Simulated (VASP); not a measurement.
Runs of VASP 6.6.1 on InAs. The structure is that of space group Fm-3m (No. 225), or close to it. The cells are those of the table. 

| cell | k mesh | gap on the mesh (eV) | pressure (GPa) |
| --- | --- | --- | --- |
| a = 3.838 Å, angles 60.0°, 2 atoms | 12 × 12 × 12 | none | 13.0 |
| a = 3.953 Å, angles 60.0°, 2 atoms | 14 × 14 × 14 | none | (a) |
| a = 3.894 Å, angles 60.0°, 2 atoms | 14 × 14 × 14 | none | 7.9 |
| a = 3.840 Å, angles 60.0°, 2 atoms | 14 × 14 × 14 | none | 13.0 |
| a = 4.001 Å, angles 60.0°, 2 atoms | 14 × 14 × 14 | none | 0.3 |

Alike in all rows: task single point; level r2SCAN+rVV10; potentials or basis VASP PAW PBE potentials, release 64 (In_d, As); no spin polarisation; cutoff (eV) 550; smearing gaussian 0.1 eV.

Q: Estimate the missing entries.

A: (a) 3.4.

Caveats: the PAW data sets were made with another functional, which shifts forces and pressure a little; spin-orbit coupling is left out, which moves the levels of the heavy elements; the cell stands under pressure (at least some runs).

A k mesh can miss the band edges, and the runs leave out spin-orbit coupling on As, In.

A gap of «none» marks levels without a gap at the run's occupations.
